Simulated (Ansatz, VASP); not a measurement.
## NaCl: VASP beside Ansatz

The input POSCAR:

```
NaCl
1.0
    0.0000000000      2.8175912500      2.8317500000
    2.8317500000      0.0000000000      2.8317500000
    2.8317500000      2.8175912500      0.0000000000
Na Cl
1 1
Direct
    0.0000000000      0.0000000000      0.0000000000
    0.5000000000      0.5000000000      0.5000000000
```

INCAR.step1

```
SYSTEM = NaCl
PREC = Accurate ; ENCUT = 520
ISMEAR = 0 ; SIGMA = 0.05
LREAL = .FALSE. ; LASPH = .TRUE.
NELM = 100 ; NBANDS = 14
GGA = PE ; ALGO = Normal
EDIFF = 1E-4 ; LWAVE = .TRUE.
LCHARG = .FALSE.
```

File INCAR.step2:

```
SYSTEM = NaCl
PREC = Accurate ; ENCUT = 520
EDIFF = 1E-6 ; ISMEAR = 0
SIGMA = 0.05 ; LREAL = .FALSE.
LASPH = .TRUE. ; NELM = 100
ALGO = Normal ; ISIF = 2
LWAVE = .FALSE. ; LCHARG = .FALSE.
METAGGA = R2SCAN ; LMIXTAU = .TRUE.
NBANDS = 14 ; ISTART = 1
```

Contents of KPOINTS:

```
regular mesh
0
G
  8 8 8
  0 0 0
```

Input for Ansatz:

```yaml
crystal:
  lattice:
    - [0.0, 2.81759125, 2.83175]
    - [2.83175, 0.0, 2.83175]
    - [2.83175, 2.81759125, 0.0]
  atoms:
    - { symbol: Na, position: [0.0, 0.0, 0.0] }
    - { symbol: Cl, position: [0.5, 0.5, 0.5] }
basis:
  ecutwfc: 500
kpoints:
  mp_grid: { grid: [8, 8, 8] }
hamiltonian:
  xc: r2scan
scf:
  occupations: { method: gaussian, width: 0.05 }
output:
  forces: true
  stress: true
  eigenvalues: true
```

Change from the starting cell: strain -0.0050 x Voigt [0, 1, 0, 0, 0, 0], atoms carried along.

Alike in both runs: task single point; functional r2SCAN; k mesh 8 × 8 × 8; occupations gaussian, width 0.05 eV; no spin polarisation.

|  | VASP | Ansatz |
| --- | --- | --- |
| version | VASP 6.6.1 | Ansatz 0.2.0 |
| potentials or method | VASP PAW PBE potentials, release 64 (Na_pv, Cl), cutoff 520 eV | scalar-relativistic, plane waves, PAW |
| valence electrons in the cell | 14 | 16 |

```tsv
	VASP	Ansatz	Ansatz less VASP
gap on the k mesh at the Fermi level (eV)	5.89	5.87	-0.023
least direct gap on the mesh (eV)	5.89	5.87	-0.023
pressure (GPa)	-0.9	-0.6	+0.23
traceless stress, the component that is largest in VASP (GPa)	0.14	0.14	0.000
```

VASP's potentials were made for PBE, not for r2SCAN. VASP's potentials hold 14 valence electrons a cell and Ansatz's 16, so a difference there can come from the potentials and not from the codes.
